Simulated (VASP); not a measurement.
Pr2B: single point with PBE

The system is Pr2B.

```
Pr B
1.0
     3.88279    0.00000    0.00000
    -1.94139    3.36259    0.00000
     0.00000    0.00000    6.71599
Pr B
2 1
Direct
  0.33333 0.66667 0.22105
  0.66667 0.33333 0.77895
  0.00000 0.00000 0.00000
```

The cell was built from a structure type or drawn by symmetry, and may not be a known phase.

```json
{
  "Program": "VASP 6.6.1",
  "Task": "single point",
  "Functional": "PBE",
  "Potentials or basis": "VASP PAW PBE potentials, release 64 (Pr_3, B), 4f in core",
  "Cutoff": "500 eV",
  "k mesh": "6 × 6 × 4",
  "Occupations": "gaussian, width 0.1 eV",
  "Spin": "no spin polarisation"
}
```

```json
{
  "Pressure": "-0.1 GPa",
  "Largest force": "0.012 eV/Å",
  "Band gap on the k mesh": "zero (an odd number of electrons rules out a gap without spin polarisation)"
}
```

Forces on the atoms (eV/Å):
```
Pr   0.000  0.000  0.012
Pr   0.000  0.000 -0.012
B    0.000  0.000  0.000
```

Levels at points of the mesh, in eV from the Fermi level:
| k point | band 11 | band 12 | band 13 | band 14 | band 15 | band 16 |
| --- | --- | --- | --- | --- | --- | --- |
| (0.00, 0.00, 0.00) | -0.80 | -0.35 | -0.35 | 1.60 | 2.02 | 2.02 |
| (0.50, 0.00, 0.00) | -0.64 | -0.36 | -0.26 | 0.46 | 1.06 | 4.31 |
| (0.00, 0.00, 0.50) | -0.42 | -0.42 | -0.39 | 1.02 | 1.76 | 1.76 |
| (0.50, 0.00, 0.50) | -0.72 | -0.13 | -0.05 | 0.81 | 0.97 | 3.32 |

It took 18 s on 1 thread of Intel(R) Xeon(R) 6975P-C (Granite Rapids) (shared host), peak memory 0.2 GiB.

Caveat: spin-orbit coupling is left out, which moves the levels of the heavy elements; the 4f electrons are frozen in the core, so they carry no moment and show no levels. Spin polarisation is off, so any magnetic state and its effect on volume and gap are missing.
